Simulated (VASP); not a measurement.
# Co (Pm-3m) in VASP: further runs, part 2 of 3

VASP 6.6.1. The steps go on from the part before.

**3. Single point, BLYP, collinear spin, ferromagnetic start (10.95 Å³/atom)**

This run uses another cell than the first one, of 10.95 Å³/atom.

INCAR

```
PREC     = Accurate       # precision mode
ENCUT    = 520            # plane-wave cutoff, eV
EDIFF    = 1E-7           # SCF threshold, eV
ISMEAR   = -1             # smearing method
SIGMA    = 0.05           # smearing width, eV
LREAL    = False          # projectors in reciprocal space
LASPH    = True           # aspherical terms in the spheres
NELM     = 150            # most SCF steps
ALGO     = Normal         # electronic algorithm
ISIF     = 2              # what is computed and relaxed
LWAVE    = False          # write WAVECAR
LCHARG   = False          # write CHGCAR
ISPIN    = 2              # spin polarisation
MAGMOM   = -1.754 -1.754  # initial moments
LORBIT   = 11             # projections on sites
LMAXMIX  = 4              # l up to which the mixer works
GGA      = B5             # functional
ALDAX    = 1.0          
AGGAX    = 1.0          
AGGAC    = 1.0          
ALDAC    = 0.0          
NBANDS   = 20             # bands
```

KPOINTS

```
regular mesh
0
Gamma
  13 13 13
```

POSCAR

```
Co
1.0
    0.0000000000      2.2205006921      2.2205006921
    2.2205006921      0.0000000000      2.2205006921
    2.2205006921      2.2205006921      0.0000000000
Co
2
Direct
    0.0000000000      0.0000000000      0.0000000000
    0.5000000000      0.5000000000      0.5000000000
```

Potentials or basis: VASP PAW PBE potentials, release 64 (Co).

Launch:

```sh
$ cat potpaw_PBE.64/Co/POTCAR > POTCAR
$ mpirun -np 1 vasp_std > vasp.out
```

OUTCAR:

```text
PREC = Accurate
   ENCUT = 520
   EDIFF = 1E-7
   ISMEAR = -1
   LREAL = False
   LASPH = True
   NELM = 150
   ISIF = 2
   ISPIN = 2
   LORBIT = 11
   GGA = B5

 ion  position               nearest neighbor table
   1  0.000  0.000  0.000-   2 2.22   2 2.22   2 2.22   2 2.22   2 2.22   2 2.22
   2  0.500  0.500  0.500-   1 2.22   1 2.22   1 2.22   1 2.22   1 2.22   1 2.22

  LATTYP: Found a face centered cubic cell.
 ALAT       =     4.4410013842

  Lattice vectors:

 A1 = (   0.0000000000,   2.2205006921,   2.2205006921)
 A2 = (   2.2205006921,   0.0000000000,   2.2205006921)
 A3 = (   2.2205006921,   2.2205006921,   0.0000000000)

Analysis of symmetry for initial positions (statically):
=====================================================================
 Subroutine PRICEL returns following result:

  LATTYP: Found a simple cubic cell.
 ALAT       =     2.2205006921
[... 12 lines left out ...]
 Subroutine GETGRP returns: Found 48 space group operations
 (whereof 48 operations were pure point group operations)
 out of a pool of 48 trial point group operations.

The static configuration has the point symmetry O_h .

Analysis of symmetry for dynamics (positions and initial velocities):
=====================================================================
 Subroutine PRICEL returns following result:

  LATTYP: Found a simple cubic cell.
 ALAT       =     2.2205006921
[... 12 lines left out ...]
 Subroutine GETGRP returns: Found 48 space group operations
 (whereof 48 operations were pure point group operations)
 out of a pool of 48 trial point group operations.

The dynamic configuration has the point symmetry O_h .

Analysis of structural, dynamic, and magnetic symmetry:
=====================================================================
 Subroutine PRICEL returns following result:

  LATTYP: Found a simple cubic cell.
 ALAT       =     2.2205006921
[... 12 lines left out ...]
 Subroutine GETGRP returns: Found 48 space group operations
 (whereof 48 operations were pure point group operations)
 out of a pool of 48 trial point group operations.

The overall configuration has the point symmetry O_h .

 Subroutine INISYM returns: Found 48 space group operations
 (whereof 48 operations are pure point group operations),
 and found     2 'primitive' translations

----------------------------------------------------------------------------------------

                                     Primitive cell

  volume of cell :      10.9485

  direct lattice vectors                    reciprocal lattice vectors
    -2.220500692  0.000000000  0.000000000    -0.450348880  0.000000000  0.000000000
     0.000000000  0.000000000  2.220500692     0.000000000  0.000000000  0.450348880
     0.000000000  2.220500692  0.000000000     0.000000000  0.450348880  0.000000000

  length of vectors
     2.220500692  2.220500692  2.220500692     0.450348880  0.450348880  0.450348880

  position of ions in fractional coordinates (direct lattice)
     0.000000000  0.000000000  0.000000000

  ion indices of the primitive-cell ions
   primitive index   ion index
                 1           1

----------------------------------------------------------------------------------------
[... 60 lines left out ...]
 SYSTEM =  unknown system
   PREC   = accura    normal or accurate (medium, high low for compatibility)
   ISTART =      0    job   : 0-new  1-cont  2-samecut
   ICHARG =      2    charge: 1-file 2-atom 10-const
   ISPIN  =      2    spin polarized calculation?
   LNONCOLLINEAR =      F non collinear calculations
   LSORBIT =      F    spin-orbit coupling
   LASPH  =      T    aspherical Exc in radial PAW
   ENCUT  =  520.0 eV  38.22 Ry    6.18 a.u.   5.84  5.84  5.84*2*pi/ulx,y,z
   NELM   =    150;   NELMIN=  2; NELMDL= -5     # of ELM steps
   EDIFF  = 0.1E-06   stopping-criterion for ELM
   LREAL  =      F    real-space projection
   EDIFFG = 0.1E-05   stopping-criterion for IOM
   NSW    =      0    number of steps for IOM
   IBRION =     -1    ionic relax: 0-MD 1-quasi-New 2-CG
   NFREE  =      0    steps in history (QN), initial steepest desc. (CG)
   ISIF   =      2    stress and relaxation
   ISYM   =      2    0-nonsym 1-usesym 2-fastsym
   POTIM  = 0.5000    time-step for ionic-motion
   TEBEG  =    0.0;   TEEND  =   0.0 temperature during run
   PSTRESS=    0.0 pullay stress
   NELECT =      18.0000    total number of electrons
   NUPDOWN=      -1.0000    fix difference up-down
   EMIN   =  10.00;   EMAX   =-10.00  energy-range for DOS
   EFERMI =   0.00;   METHOD = LEGACY
   ISMEAR =    -1;   SIGMA  =   0.05  broadening in eV -4-tet -1-fermi 0-gaus
   EFERMI_NEDOS =   21; number of points for ismear=-14 and -15
   IALGO  =     38    algorithm
   IMIX   =      4    mixing-type and parameters
     AMIX     =   0.40;   BMIX     =  1.00
     AMIX_MAG =   1.60;   BMIX_MAG =  1.00
  volume/ion in A,a.u.               =      10.95        73.88
  Fermi-wavevector in a.u.,A,eV,Ry     =   1.533574  2.898035 31.998854  2.351849
  Thomas-Fermi vector in A             =   2.640622
   LORBIT       =     11    0 simple, 1 ext, 2 COOP (PROOUT), +10 PAW based schemes
   GGA     = B5    functional components
   LHFCALC =     F    Hartree Fock is set to
   AEXX    =    0.0000 exact exchange contribution
   IVDW    =     0    specifies the selected vdW correction
   LEPSILON=     F    determine dielectric tensor
   LRPA    =     F    only Hartree local field effects (RPA)
 spin polarized calculation
  energy-cutoff  :      520.00
  volume of cell :       21.90
 maximum number of plane-waves:       609
   NGX = 11   NGY = 11   NGZ = 11

 number of electron      17.9999994 magnetization      -2.9365814

 Free energy of the ion-electron system (eV)
  ---------------------------------------------------
  ext. energy  EPLUGINS =         0.00000000
  ---------------------------------------------------
  free energy    TOTEN  =       -10.48525856 eV

  energy without entropy =      -10.46387476  energy(sigma->0) =      -10.47456666

 E-fermi :  10.8994     XC(G=0): -12.6169

 val. band max:       10.8965699039   @ k =  -0.4615   0.4615   0.0769
 cond. band min:      10.9049734533   @ k =   0.3846   0.2308   0.0000
 fundamental gap:      0.0084035494
 Fermi energy:        10.8993506991

 spin component 1

 k-point     1 :       0.0000    0.0000    0.0000
  band No.  band energies     occupation
      1       2.1747      1.00000
      2       7.0945      1.00000
      3       7.0945      1.00000
      4       7.6866      1.00000
      5       7.6866      1.00000
      6       7.6866      1.00000
[... 541 lines left out ...]
     19      33.4962      0.00000
     20      39.6441      0.00000

 [... further k-points ...]

 spin component 2

 k-point     1 :       0.0000    0.0000    0.0000
  band No.  band energies     occupation
      1       2.0266      1.00000
      2       6.1514      1.00000
      3       6.1514      1.00000
      4       6.3278      1.00000
      5       6.3278      1.00000
      6       6.3278      1.00000
[... 541 lines left out ...]
     19      33.0980      0.00000
     20      39.3266      0.00000

 [... further k-points ...]

------------------------ aborting loop because EDIFF is reached ----------------------------------------

  FORCE on cell =-STRESS in cart. coord.  units (eV):
  Direction    XX          YY          ZZ          XY          YZ          ZX
  --------------------------------------------------------------------------------------
  -------------------------------------------------------------------------------------
  Total        5.0099681      5.0099681      5.0099681     -0.0000000     -0.0000000     -0.0000000
  in kB      366.5749701    366.5749701    366.5749701     -0.0000000     -0.0000000     -0.0000000
  external PRESSURE =     366.5749701 kB  Pullay stress =       0.0000000 kB

 VOLUME and BASIS-vectors are now :
 -----------------------------------------------------------------------------
  energy-cutoff  :      520.00
  volume of cell :       21.90
      direct lattice vectors                 reciprocal lattice vectors
     0.000000000  2.220500692  2.220500692    -0.225174440  0.225174440  0.225174440
     2.220500692  0.000000000  2.220500692     0.225174440 -0.225174440  0.225174440
     2.220500692  2.220500692  0.000000000     0.225174440  0.225174440 -0.225174440

 POSITION                                       TOTAL-FORCE (eV/Angst)
 -----------------------------------------------------------------------------------
      0.00000      0.00000      0.00000         0.000000     -0.000000      0.000000
      2.22050      2.22050      2.22050        -0.000000      0.000000     -0.000000
 -----------------------------------------------------------------------------------
    total drift:                                0.000000     -0.000000      0.000000

  FREE ENERGIE OF THE ION-ELECTRON SYSTEM (eV)
  ---------------------------------------------------
  free  energy   TOTEN  =       -10.4852585596 eV

  energy  without entropy=      -10.4638747603  energy(sigma->0) =      -10.47456666

 total charge

# of ion       s       p       d       tot
------------------------------------------
    1        0.546   0.491   7.443   8.481
    2        0.546   0.491   7.443   8.481
--------------------------------------------------
tot          1.093   0.983  14.886  16.961

 magnetization (x)

# of ion       s       p       d       tot
------------------------------------------
    1       -0.008   0.003  -1.457  -1.462
    2       -0.008   0.003  -1.457  -1.462
--------------------------------------------------
tot         -0.016   0.005  -2.913  -2.924
```

Wall time 51 s (1 thread of AMD EPYC 9R45 (Zen 5), shared host); peak memory 0.15 GiB.

Results:

* Free energy: -10.4853 eV
* Pressure: 36.7 GPa
* Net moment: -2.94 μB per cell
* Site moments: Co -1.46 μB
* Valence electrons inside the program's atomic spheres: Co 8.48

Levels at points of the mesh, in eV from the Fermi level:
Spin up:
```csv
k point,band 5,band 6,band 7,band 8,band 9,band 10
"(0.00, 0.00, 0.00)",-3.21,-3.21,1.26,1.26,1.26,2.06
```
Spin down:
```
           k point  band 7  band 8  band 9  band 10  band 11  band 12  band 13  band 14
(0.00, 0.00, 0.00)   -0.60   -0.60   -0.60     0.79     0.79    13.35    13.35    13.35
```

Caveat: the cell stands under pressure; the PAW data sets were made with another functional, which shifts forces and pressure a little.

**4. Single point, BLYP, collinear spin, ferromagnetic start (11.45 Å³/atom)**

This run uses another cell than the first one, of 11.45 Å³/atom.

INCAR

```
SYSTEM = Co
AGGAC = 1.0
AGGAX = 1.0
ALDAC = 0.0
ALDAX = 1.0
ALGO = Normal
EDIFF = 1E-6
ENCUT = 520
GGA = B5
ISIF = 2
ISMEAR = -1
ISPIN = 2
LASPH = .TRUE.
LCHARG = .FALSE.
LMAXMIX = 4
LORBIT = 11
LREAL = .FALSE.
LWAVE = .FALSE.
MAGMOM = -1.754 -1.754
NBANDS = 20
NELM = 150
PREC = Accurate
SIGMA = 0.05
```

KPOINTS

```
k-points
0
G
  13 13 13
  0 0 0
```

POSCAR

```
Co
1.0
    0.0000000000      2.2536473803      2.2536473803
    2.2536473803      0.0000000000      2.2536473803
    2.2536473803      2.2536473803      0.0000000000
Co
2
Direct
    0.0000000000      0.0000000000      0.0000000000
    0.5000000000      0.5000000000      0.5000000000
```

Potentials or basis: VASP PAW PBE potentials, release 64 (Co).

Launch:

```sh
$ cat potpaw_PBE.64/Co/POTCAR > POTCAR
$ mpirun -np 1 vasp_std > vasp.out
```

OUTCAR:

```text
SYSTEM = Co
   EDIFF = 1E-6
   ENCUT = 520
   GGA = B5
   ISIF = 2
   ISMEAR = -1
   ISPIN = 2
   LASPH = .TRUE.
   LORBIT = 11
   LREAL = .FALSE.
   NELM = 150
   PREC = Accurate

 ion  position               nearest neighbor table
   1  0.000  0.000  0.000-   2 2.25   2 2.25   2 2.25   2 2.25   2 2.25   2 2.25
   2  0.500  0.500  0.500-   1 2.25   1 2.25   1 2.25   1 2.25   1 2.25   1 2.25

  LATTYP: Found a face centered cubic cell.
 ALAT       =     4.5072947606

  Lattice vectors:

 A1 = (   0.0000000000,   2.2536473803,   2.2536473803)
 A2 = (   2.2536473803,   0.0000000000,   2.2536473803)
 A3 = (   2.2536473803,   2.2536473803,   0.0000000000)

Analysis of symmetry for initial positions (statically):
=====================================================================
 Subroutine PRICEL returns following result:

  LATTYP: Found a simple cubic cell.
 ALAT       =     2.2536473803
[... 12 lines left out ...]
 Subroutine GETGRP returns: Found 48 space group operations
 (whereof 48 operations were pure point group operations)
 out of a pool of 48 trial point group operations.

[... 1308 lines left out ...]
     20      37.9047      0.00000

 [... further k-points ...]

------------------------ aborting loop because EDIFF is reached ----------------------------------------

  FORCE on cell =-STRESS in cart. coord.  units (eV):
  Direction    XX          YY          ZZ          XY          YZ          ZX
  --------------------------------------------------------------------------------------
  -------------------------------------------------------------------------------------
  Total        3.6045802      3.6045802      3.6045802     -0.0000000      0.0000000     -0.0000000
  in kB      252.2768429    252.2768429    252.2768429     -0.0000000      0.0000000     -0.0000000
  external PRESSURE =     252.2768429 kB  Pullay stress =       0.0000000 kB

 VOLUME and BASIS-vectors are now :
 -----------------------------------------------------------------------------
  energy-cutoff  :      520.00
  volume of cell :       22.89
      direct lattice vectors                 reciprocal lattice vectors
     0.000000000  2.253647380  2.253647380    -0.221862570  0.221862570  0.221862570
     2.253647380  0.000000000  2.253647380     0.221862570 -0.221862570  0.221862570
     2.253647380  2.253647380  0.000000000     0.221862570  0.221862570 -0.221862570

 POSITION                                       TOTAL-FORCE (eV/Angst)
 -----------------------------------------------------------------------------------
      0.00000      0.00000      0.00000        -0.000000      0.000000     -0.000000
      2.25365      2.25365      2.25365         0.000000     -0.000000      0.000000
 -----------------------------------------------------------------------------------
    total drift:                                0.000000     -0.000000      0.000000

  FREE ENERGIE OF THE ION-ELECTRON SYSTEM (eV)
  ---------------------------------------------------
  free  energy   TOTEN  =       -10.6763127788 eV

  energy  without entropy=      -10.6527202940  energy(sigma->0) =      -10.66451654

 total charge

# of ion       s       p       d       tot
------------------------------------------
    1        0.529   0.460   7.405   8.394
    2        0.529   0.460   7.405   8.394
--------------------------------------------------
tot          1.058   0.920  14.810  16.788

 magnetization (x)

# of ion       s       p       d       tot
------------------------------------------
    1       -0.006   0.005  -1.529  -1.530
    2       -0.006   0.005  -1.529  -1.530
--------------------------------------------------
tot         -0.012   0.010  -3.058  -3.061
```

OSZICAR:

```text
N       E                     dE             d eps       ncg     rms          rms(c)
DAV:   1     0.933524284406E+02    0.93352E+02   -0.75616E+03  7128   0.114E+03
DAV:   2    -0.674885304071E+01   -0.10010E+03   -0.90272E+02  6848   0.217E+02
DAV:   3    -0.117255950234E+02   -0.49767E+01   -0.47059E+01  7480   0.587E+01
DAV:   4    -0.118167678117E+02   -0.91173E-01   -0.91049E-01  8648   0.696E+00
DAV:   5    -0.118192574343E+02   -0.24896E-02   -0.24893E-02  7972   0.103E+00    0.124E+01
DAV:   6    -0.109200592773E+02    0.89920E+00   -0.44368E+00  8136   0.421E+01    0.551E+00
DAV:   7    -0.106991017679E+02    0.22096E+00   -0.68665E-01  8248   0.153E+01    0.332E+00
DAV:   8    -0.106841698529E+02    0.14932E-01   -0.94985E-03  8884   0.776E-01    0.171E+00
DAV:   9    -0.106764801324E+02    0.76897E-02   -0.14416E-03 10132   0.510E-01    0.285E-01
DAV:  10    -0.106762971668E+02    0.18297E-03   -0.33540E-04  9540   0.189E-01    0.601E-02
DAV:  11    -0.106763127252E+02   -0.15558E-04   -0.44942E-05  7616   0.783E-02    0.363E-02
DAV:  12    -0.106763127788E+02   -0.53631E-07   -0.36340E-06  7464   0.216E-02
   1 F= -.10676313E+02 E0= -.10664517E+02  d E =-.235925E-01  mag=    -3.0675
```

It took 40 s on 1 thread of AMD EPYC 9R45 (Zen 5), shared host; peak memory 0.15 GiB.

What came out:

```yaml
Free_energy: -10.6763 eV
Pressure: 25.2 GPa
Net_moment: -3.07 μB per cell
Site_moments: Co -1.53 μB
Valence_electrons_inside_the_program's_atomic_spheres: Co 8.39
```

Levels at points of the mesh, in eV from the Fermi level:
Spin up:
| k point | band 4 | band 5 | band 6 | band 7 | band 8 | band 9 | band 10 | band 11 |
| --- | --- | --- | --- | --- | --- | --- | --- | --- |
| (0.00, 0.00, 0.00) | -2.99 | -2.99 | -2.99 | 1.22 | 1.22 | 1.22 | 1.95 | 1.95 |
Spin down:
```tsv
k point	band 7	band 8	band 9	band 10	band 11	band 12	band 13	band 14
(0.00, 0.00, 0.00)	-0.71	-0.71	-0.71	0.61	0.61	12.80	12.80	12.80
```

Caveat: the cell stands under pressure; the PAW data sets were made with another functional, which shifts forces and pressure a little.

(Continued in part 3 of 3.)
